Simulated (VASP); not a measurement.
# NaI (Pm-3m) in VASP: settings compared

NaI is run at these levels: r2SCAN, PBE; tasks: single point.

Everything below comes from runs of VASP 6.6.1. Logs are shortened: lines on timing, memory, paths and dates and some standing lists are left out, and cuts for length are marked.

**1. The cell of the first run**

Symmetry: Pm-3m, No. 221, cubic system. The conventional cell has a = 4.041 Å, b = 4.041 Å, c = 4.041 Å, α = 90.00°, β = 90.00°, γ = 90.00°. Within 4.6 Å of Na (site symmetry m-3m) lie 8 I at 3.50 Å and 6 Na at 4.04 Å. Within 4.6 Å of I (site symmetry m-3m) lie 8 Na at 3.50 Å and 6 I at 4.04 Å.

**2. Single point, r2SCAN**

Contents of POSCAR:

```
NaI
1.0
    4.0405366932      0.0000000000      0.0000000000
    0.0000000000      4.0405366932      0.0000000000
    0.0000000000      0.0000000000      4.0405366932
Na I
1 1
Direct
    0.0000000000      0.0000000000      0.0000000000
    0.5000000000      0.5000000000      0.5000000000
```

Contents of INCAR.step1:

```
  PREC = Accurate
  ENCUT = 520
  ISMEAR = 0
  SIGMA = 0.01
  LREAL = False
  LASPH = True
  NELM = 80
  NBANDS = 14
  GGA = PE
  ALGO = Normal
  EDIFF = 1E-4
  LWAVE = True
  LCHARG = False
```

Contents of INCAR.step2:

```
  PREC = Accurate
  ENCUT = 520
  EDIFF = 1E-6
  ISMEAR = 0
  SIGMA = 0.01
  LREAL = False
  LASPH = True
  NELM = 80
  ALGO = Normal
  ISIF = 2
  LWAVE = False
  LCHARG = False
  METAGGA = R2SCAN
  LMIXTAU = True
  NBANDS = 14
  ISTART = 1
```

Contents of KPOINTS:

```
regular mesh
0
Gamma
  4 4 4
```

Potentials or basis: VASP PAW PBE potentials, release 64 (Na_pv, I).

Started as:

```bash
$ cat potpaw_PBE.64/Na_pv/POTCAR potpaw_PBE.64/I/POTCAR > POTCAR
$ cp INCAR.step1 INCAR
$ mpirun -np 1 vasp_std > vasp.out
$ cp INCAR.step2 INCAR
$ mpirun -np 1 vasp_std > vasp.out
```

OUTCAR:

```text
PREC = Accurate
   ENCUT = 520
   EDIFF = 1E-6
   ISMEAR = 0
   LREAL = False
   LASPH = True
   NELM = 80
   ISIF = 2
   METAGGA = R2SCAN
   ISTART = 1

 ion  position               nearest neighbor table
   1  0.000  0.000  0.000-
   2  0.500  0.500  0.500-

  LATTYP: Found a simple cubic cell.
 ALAT       =     4.0405366932

  Lattice vectors:

 A1 = (   4.0405366932,   0.0000000000,   0.0000000000)
 A2 = (   0.0000000000,   4.0405366932,   0.0000000000)
 A3 = (   0.0000000000,   0.0000000000,   4.0405366932)

Analysis of symmetry for initial positions (statically):
=====================================================================
 Subroutine PRICEL returns:
 Original cell was already a primitive cell.

 Routine SETGRP: Setting up the symmetry group for a
 simple cubic supercell.

 Subroutine GETGRP returns: Found 48 space group operations
 (whereof 48 operations were pure point group operations)
 out of a pool of 48 trial point group operations.

The static configuration has the point symmetry O_h .

Analysis of symmetry for dynamics (positions and initial velocities):
=====================================================================
 Subroutine PRICEL returns:
 Original cell was already a primitive cell.

 Routine SETGRP: Setting up the symmetry group for a
 simple cubic supercell.

 Subroutine GETGRP returns: Found 48 space group operations
 (whereof 48 operations were pure point group operations)
 out of a pool of 48 trial point group operations.

The dynamic configuration has the point symmetry O_h .

 Subroutine INISYM returns: Found 48 space group operations
 (whereof 48 operations are pure point group operations),
 and found     1 'primitive' translations

----------------------------------------------------------------------------------------

                                     Primitive cell

  volume of cell :      65.9655

  direct lattice vectors                    reciprocal lattice vectors
     4.040536693  0.000000000  0.000000000     0.247491874  0.000000000  0.000000000
     0.000000000  4.040536693  0.000000000     0.000000000  0.247491874  0.000000000
     0.000000000  0.000000000  4.040536693     0.000000000  0.000000000  0.247491874

  length of vectors
     4.040536693  4.040536693  4.040536693     0.247491874  0.247491874  0.247491874

  position of ions in fractional coordinates (direct lattice)
     0.000000000  0.000000000  0.000000000
     0.500000000  0.500000000  0.500000000

  ion indices of the primitive-cell ions
   primitive index   ion index
                 1           1
                 2           2

----------------------------------------------------------------------------------------

 KPOINTS: regular mesh

Automatic generation of k-mesh.
 Grid dimensions read from file:
 generate k-points for:    4    4    4

 Generating k-lattice:

  Cartesian coordinates                     Fractional coordinates (reciprocal lattice)
     0.061872969  0.000000000  0.000000000     0.250000000  0.000000000  0.000000000
     0.000000000  0.061872969  0.000000000     0.000000000  0.250000000  0.000000000
     0.000000000  0.000000000  0.061872969     0.000000000  0.000000000  0.250000000

  Length of vectors
     0.061872969  0.061872969  0.061872969

  Shift w.r.t. Gamma in fractional coordinates (k-lattice)
     0.000000000  0.000000000  0.000000000

 Subroutine IBZKPT returns following result:
 ===========================================

 Found     10 irreducible k-points:

 Following reciprocal coordinates:
            Coordinates               Weight
  0.000000  0.000000  0.000000      1.000000
  0.250000  0.000000  0.000000      6.000000
  0.500000  0.000000  0.000000      3.000000
  0.250000  0.250000  0.000000     12.000000
  0.500000  0.250000  0.000000     12.000000
  0.500000  0.500000  0.000000      3.000000
  0.250000  0.250000  0.250000      8.000000
  0.500000  0.250000  0.250000     12.000000
  0.500000  0.500000  0.250000      6.000000
  0.500000  0.500000  0.500000      1.000000
   k-points           NKPTS =     10   k-points in BZ     NKDIM =     10   number of bands    NBANDS=     14
   number of dos      NEDOS =    301   number of ions     NIONS =      2
   total plane-waves  NPLWV =  27000
   dimension x,y,z NGX =    30 NGY =   30 NGZ =   30
   dimension x,y,z NGXF=    60 NGYF=   60 NGZF=   60
   ions per type =               1   1
   NGX,Y,Z   is equivalent  to a cutoff of  12.34, 12.34, 12.34 a.u.
   NGXF,Y,Z  is equivalent  to a cutoff of  24.69, 24.69, 24.69 a.u.
 SYSTEM =  unknown system
   PREC   = accura    normal or accurate (medium, high low for compatibility)
   ISTART =      1    job   : 0-new  1-cont  2-samecut
   ICHARG =      0    charge: 1-file 2-atom 10-const
   ISPIN  =      1    spin polarized calculation?
   LNONCOLLINEAR =      F non collinear calculations
   LSORBIT =      F    spin-orbit coupling
   LASPH  =      T    aspherical Exc in radial PAW
   ENCUT  =  520.0 eV  38.22 Ry    6.18 a.u.   7.51  7.51  7.51*2*pi/ulx,y,z
   NELM   =     80;   NELMIN=  2; NELMDL=  0     # of ELM steps
   EDIFF  = 0.1E-05   stopping-criterion for ELM
   LREAL  =      F    real-space projection
   EDIFFG = 0.1E-04   stopping-criterion for IOM
   NSW    =      0    number of steps for IOM
   IBRION =     -1    ionic relax: 0-MD 1-quasi-New 2-CG
   NFREE  =      0    steps in history (QN), initial steepest desc. (CG)
   ISIF   =      2    stress and relaxation
   ISYM   =      2    0-nonsym 1-usesym 2-fastsym
   POTIM  = 0.5000    time-step for ionic-motion
   TEBEG  =    0.0;   TEEND  =   0.0 temperature during run
   PSTRESS=    0.0 pullay stress
   NELECT =      14.0000    total number of electrons
   NUPDOWN=      -1.0000    fix difference up-down
   EMIN   =  10.00;   EMAX   =-10.00  energy-range for DOS
   EFERMI =   0.00;   METHOD = LEGACY
   ISMEAR =     0;   SIGMA  =   0.01  broadening in eV -4-tet -1-fermi 0-gaus
   EFERMI_NEDOS =   21; number of points for ismear=-14 and -15
   IALGO  =     38    algorithm
   IMIX   =      4    mixing-type and parameters
     AMIX     =   0.40;   BMIX     =  1.00
     AMIX_MAG =   1.60;   BMIX_MAG =  1.00
  volume/ion in A,a.u.               =      32.98       222.58
  Fermi-wavevector in a.u.,A,eV,Ry     =   0.976514  1.845344 12.974237  0.953580
  Thomas-Fermi vector in A             =   2.107139
   LORBIT       =      0    0 simple, 1 ext, 2 COOP (PROOUT), +10 PAW based schemes
   METAGGA = R2SCAN    functional components
   LHFCALC =     F    Hartree Fock is set to
   AEXX    =    0.0000 exact exchange contribution
   IVDW    =     0    specifies the selected vdW correction
   LEPSILON=     F    determine dielectric tensor
   LRPA    =     F    only Hartree local field effects (RPA)
 non-spin polarized calculation
 Gauss-broadening in eV      SIGMA  =   0.01
  energy-cutoff  :      520.00
  volume of cell :       65.97
 maximum number of plane-waves:      1800
   NGX = 15   NGY = 15   NGZ = 15

 number of electron      13.9999980 magnetization

 Free energy of the ion-electron system (eV)
  ---------------------------------------------------
  ext. energy  EPLUGINS =         0.00000000
  ---------------------------------------------------
  free energy    TOTEN  =       -30.71098895 eV

  energy without entropy =      -30.71098895  energy(sigma->0) =      -30.71098895

 E-fermi :   1.7847     XC(G=0):  -8.2134

 val. band max:        1.6828121149   @ k =   0.5000   0.5000   0.0000
 cond. band min:       4.7435312220   @ k =   0.0000   0.0000   0.0000
 fundamental gap:      3.0607191072
 Fermi energy:         1.7846760461

 k-point     1 :       0.0000    0.0000    0.0000
  band No.  band energies     occupation
      1     -22.9027      2.00000
      2     -22.9027      2.00000
      3     -22.9027      2.00000
      4     -10.4943      2.00000
      5       1.0109      2.00000
      6       1.0109      2.00000
      7       1.0109      2.00000
      8       4.7435      0.00000
      9       7.7894      0.00000
     10       7.7894      0.00000
     11      13.8998      0.00000
     12      13.8998      0.00000
     13      13.8998      0.00000
     14      14.1442      0.00000

 k-point     2 :       0.2500    0.0000    0.0000
  band No.  band energies     occupation
      1     -22.9065      2.00000
      2     -22.9024      2.00000
      3     -22.9024      2.00000
      4     -10.3276      2.00000
      5      -0.5554      2.00000
      6       1.1699      2.00000
      7       1.1699      2.00000
      8       5.8924      0.00000
      9       8.3132      0.00000
     10       9.2646      0.00000
     11      11.3470      0.00000
     12      11.3470      0.00000
     13      12.8018      0.00000
     14      13.1766      0.00000

 k-point     3 :       0.5000    0.0000    0.0000
  band No.  band energies     occupation
      1     -22.9102      2.00000
      2     -22.9020      2.00000
      3     -22.9020      2.00000
      4     -10.1442      2.00000
      5      -1.6174      2.00000
      6       1.3436      2.00000
      7       1.3436      2.00000
      8       7.0007      0.00000
      9       8.8435      0.00000
     10       9.3504      0.00000
     11      10.1923      0.00000
     12      10.1923      0.00000
     13      11.0143      0.00000
     14      15.2701      0.00000

 k-point     4 :       0.2500    0.2500    0.0000
  band No.  band energies     occupation
      1     -22.9061      2.00000
      2     -22.9058      2.00000
      3     -22.9020      2.00000
      4     -10.1702      2.00000
      5      -0.4267      2.00000
      6      -0.1578      2.00000
      7       1.3306      2.00000
      8       6.8191      0.00000
      9       8.0047      0.00000
     10      10.0663      0.00000
     11      10.7084      0.00000
     12      11.4550      0.00000
     13      12.1101      0.00000
     14      13.2957      0.00000

 k-point     5 :       0.5000    0.2500    0.0000
  band No.  band energies     occupation
      1     -22.9096      2.00000
      2     -22.9055      2.00000
      3     -22.9017      2.00000
      4      -9.9980      2.00000
      5      -1.3235      2.00000
      6       0.0083      2.00000
      7       1.5060      2.00000
      8       6.4346      0.00000
      9       8.2004      0.00000
     10      10.2551      0.00000
     11      10.5480      0.00000
     12      10.8939      0.00000
     13      12.3278      0.00000
     14      14.1380      0.00000

 k-point     6 :       0.5000    0.5000    0.0000
  band No.  band energies     occupation
      1     -22.9089      2.00000
      2     -22.9089      2.00000
      3     -22.9014      2.00000
      4      -9.8388      2.00000
      5      -0.9658      2.00000
      6      -0.9658      2.00000
      7       1.6828      2.00000
      8       5.0342      0.00000
      9       9.3656      0.00000
     10      10.7038      0.00000
     11      10.7038      0.00000
     12      11.0848      0.00000
     13      11.0848      0.00000
     14      13.9921      0.00000

 k-point     7 :       0.2500    0.2500    0.2500
  band No.  band energies     occupation
      1     -22.9058      2.00000
      2     -22.9054      2.00000
      3     -22.9054      2.00000
      4     -10.0184      2.00000
      5      -0.2628      2.00000
      6       0.0514      2.00000
      7       0.0514      2.00000
      8       7.1403      0.00000
      9       8.5387      0.00000
     10       8.5387      0.00000
     11      10.5877      0.00000
     12      11.6647      0.00000
     13      11.6647      0.00000
     14      14.4013      0.00000

 k-point     8 :       0.5000    0.2500    0.2500
  band No.  band energies     occupation
      1     -22.9090      2.00000
      2     -22.9052      2.00000
      3     -22.9050      2.00000
      4      -9.8529      2.00000
      5      -1.0574      2.00000
      6       0.1474      2.00000
      7       0.2905      2.00000
      8       6.5519      0.00000
      9       7.3864      0.00000
     10       8.5874      0.00000
     11      11.4396      0.00000
     12      12.0887      0.00000
     13      12.6073      0.00000
     14      14.0819      0.00000

 k-point     9 :       0.5000    0.5000    0.2500
  band No.  band energies     occupation
      1     -22.9085      2.00000
      2     -22.9085      2.00000
      3     -22.9047      2.00000
      4      -9.6953      2.00000
      5      -0.7399      2.00000
      6      -0.7399      2.00000
      7       0.4562      2.00000
      8       5.5346      0.00000
      9       7.6471      0.00000
     10       7.6471      0.00000
     11      11.0734      0.00000
     12      12.0681      0.00000
     13      14.7572      0.00000
     14      14.7572      0.00000

 k-point    10 :       0.5000    0.5000    0.5000
  band No.  band energies     occupation
      1     -22.9080      2.00000
      2     -22.9080      2.00000
      3     -22.9080      2.00000
      4      -9.5397      2.00000
      5      -0.4775      2.00000
      6      -0.4775      2.00000
      7      -0.4775      2.00000
      8       6.3362      0.00000
      9       6.3362      0.00000
     10       6.3362      0.00000
     11       9.2325      0.00000
     12      16.3347      0.00000
     13      16.3347      0.00000
     14      16.3347      0.00000

------------------------ aborting loop because EDIFF is reached ----------------------------------------

  FORCE on cell =-STRESS in cart. coord.  units (eV):
  Direction    XX          YY          ZZ          XY          YZ          ZX
  --------------------------------------------------------------------------------------
  -------------------------------------------------------------------------------------
  Total        0.0645376      0.0645376      0.0645376      0.0000000      0.0000000     -0.0000000
  in kB        1.5674962      1.5674962      1.5674962      0.0000000      0.0000000     -0.0000000
  external PRESSURE =       1.5674962 kB  Pullay stress =       0.0000000 kB

 VOLUME and BASIS-vectors are now :
 -----------------------------------------------------------------------------
  energy-cutoff  :      520.00
  volume of cell :       65.97
      direct lattice vectors                 reciprocal lattice vectors
     4.040536693  0.000000000  0.000000000     0.247491874  0.000000000  0.000000000
     0.000000000  4.040536693  0.000000000     0.000000000  0.247491874  0.000000000
     0.000000000  0.000000000  4.040536693     0.000000000  0.000000000  0.247491874

 POSITION                                       TOTAL-FORCE (eV/Angst)
 -----------------------------------------------------------------------------------
      0.00000      0.00000      0.00000         0.000000      0.000000      0.000000
      2.02027      2.02027      2.02027         0.000000      0.000000      0.000000
 -----------------------------------------------------------------------------------
    total drift:                                0.000000     -0.000000     -0.000000

  FREE ENERGIE OF THE ION-ELECTRON SYSTEM (eV)
  ---------------------------------------------------
  free  energy   TOTEN  =       -30.7109889454 eV

  energy  without entropy=      -30.7109889454  energy(sigma->0) =      -30.71098895
```

Wall time 30 s (1 thread of Intel Xeon Platinum 8488C (Sapphire Rapids), shared host); peak memory 0.16 GiB.

What came out:

```
Free energy            : -30.7110 eV
Pressure               : 0.2 GPa
Band gap on the k mesh : 3.06 eV, indirect (least direct gap 3.35 eV)
```

Caveat: the PAW data sets were made with another functional, which shifts forces and pressure a little; spin-orbit coupling is left out, which moves the levels of the heavy elements.

**3. Single point, PBE**

Contents of INCAR:

```
SYSTEM = NaI
ALGO = Normal
EDIFF = 1E-6
ENCUT = 520
GGA = PE
ISIF = 2
ISMEAR = 0
LASPH = .True.
LCHARG = .True.
LELF = .True.
LREAL = .False.
LVHAR = .True.
LWAVE = .False.
NBANDS = 14
NELM = 100
PREC = Accurate
SIGMA = 0.01
```

Contents of KPOINTS:

```
k-points
0
Gamma
  6 6 6
  0 0 0
```

POSCAR is that of step 2.

Potentials or basis: VASP PAW PBE potentials, release 64 (Na_pv, I).

Started as:

```bash
$ cat potpaw_PBE.64/Na_pv/POTCAR potpaw_PBE.64/I/POTCAR > POTCAR
$ mpirun -np 1 vasp_std > vasp.out
```

It took 16 s on 1 thread of Intel Xeon Platinum 8488C (Sapphire Rapids), shared host; peak memory 0.17 GiB.

It converged, with:

```
Free energy            : -5.0727 eV
Pressure               : 0.3 GPa
Band gap on the k mesh : 2.30 eV, indirect (least direct gap 2.79 eV)
```

Levels at points of the mesh, in eV from the valence-band top:
```
           k point  band 3  band 4  band 5  band 6  band 7  band 8  band 9  band 10  band 11  band 12
(0.00, 0.00, 0.00)  -23.70  -11.82   -0.65   -0.65   -0.65    2.30    5.59     5.59    11.21    11.21
(0.50, 0.00, 0.00)  -23.70  -11.49   -3.26   -0.32   -0.32    4.64    6.29     7.06     7.91     7.91
(0.50, 0.50, 0.00)  -23.70  -11.21   -2.59   -2.59    0.00    2.79    7.00     8.26     8.26     8.89
(0.50, 0.50, 0.50)  -23.71  -10.93   -2.10   -2.10   -2.10    4.18    4.18     4.18     6.55    13.59
```

Caveat: spin-orbit coupling is left out, which moves the levels of the heavy elements. PBE gaps usually lie below the measured ones, often by a third to a half.

**4. Single point, r2SCAN**

POSCAR is that of step 3.

Contents of INCAR.step1:

```
PREC = Accurate
ENCUT = 520
ISMEAR = 0
SIGMA = 0.01
LREAL = F
LASPH = T
NELM = 80
NBANDS = 14
GGA = PE
ALGO = Normal
EDIFF = 1E-4
LWAVE = T
LCHARG = F
```

Contents of INCAR.step2:

```
PREC = Accurate
ENCUT = 520
EDIFF = 1E-6
ISMEAR = 0
SIGMA = 0.01
LREAL = F
LASPH = T
NELM = 80
ALGO = Normal
ISIF = 2
LWAVE = F
LCHARG = T
METAGGA = R2SCAN
LMIXTAU = T
LELF = T
LVHAR = T
NBANDS = 14
ISTART = 1
```

Contents of KPOINTS:

```
regular mesh
0
Gamma
  6 6 6
```

Started as:

```bash
$ cat potpaw_PBE.64/Na_pv/POTCAR potpaw_PBE.64/I/POTCAR > POTCAR
$ cp INCAR.step1 INCAR
$ mpirun -np 1 vasp_std > vasp.out
$ cp INCAR.step2 INCAR
$ mpirun -np 1 vasp_std > vasp.out
```

Wall time 50 s (1 thread of Intel Xeon Platinum 8488C (Sapphire Rapids), shared host); peak memory 0.17 GiB.

Results (log left out):

| Property | Result |
| --- | --- |
| Free energy | -30.7301 eV |
| Pressure | 0.0 GPa |
| Band gap on the k mesh | 3.07 eV, indirect (least direct gap 3.36 eV) |

Levels at points of the mesh, in eV from the valence-band top:
```
           k point  band 5  band 6  band 7  band 8  band 9  band 10
(0.00, 0.00, 0.00)   -0.67   -0.67   -0.67    3.07    6.11     6.11
(0.50, 0.00, 0.00)   -3.30   -0.34   -0.34    5.33    7.17     7.67
(0.50, 0.50, 0.00)   -2.65   -2.65    0.00    3.36    7.69     9.03
(0.50, 0.50, 0.50)   -2.16   -2.16   -2.16    4.66    4.66     4.66
```

Caveat: the PAW data sets were made with another functional, which shifts forces and pressure a little; spin-orbit coupling is left out, which moves the levels of the heavy elements.

**5. The runs side by side**

```tsv
level	k mesh	gap on the mesh (eV)	pressure (GPa)
r2SCAN	4 × 4 × 4	3.06	0.2
PBE	6 × 6 × 6	2.30	0.3
r2SCAN	6 × 6 × 6	3.07	0.0
```

Alike in all rows: task single point; potentials or basis VASP PAW PBE potentials, release 64 (Na_pv, I); no spin polarisation; cell as given; cutoff (eV) 520; smearing gaussian 0.01 eV.

On the cell as given the gap runs from 2.30 eV (PBE) to 3.07 eV (r2SCAN); the meshes differ, which moves gaps too. The pressure there spans 0.0 GPa (r2SCAN) to 0.3 GPa (PBE); a positive pressure means that this level wants a larger cell, a negative one a smaller.

Caveats: spin-orbit coupling is left out, which moves the levels of the heavy elements; the PAW data sets were made with another functional, which shifts forces and pressure a little (some runs).

Absolute energies hang on the potentials; compare differences alone.
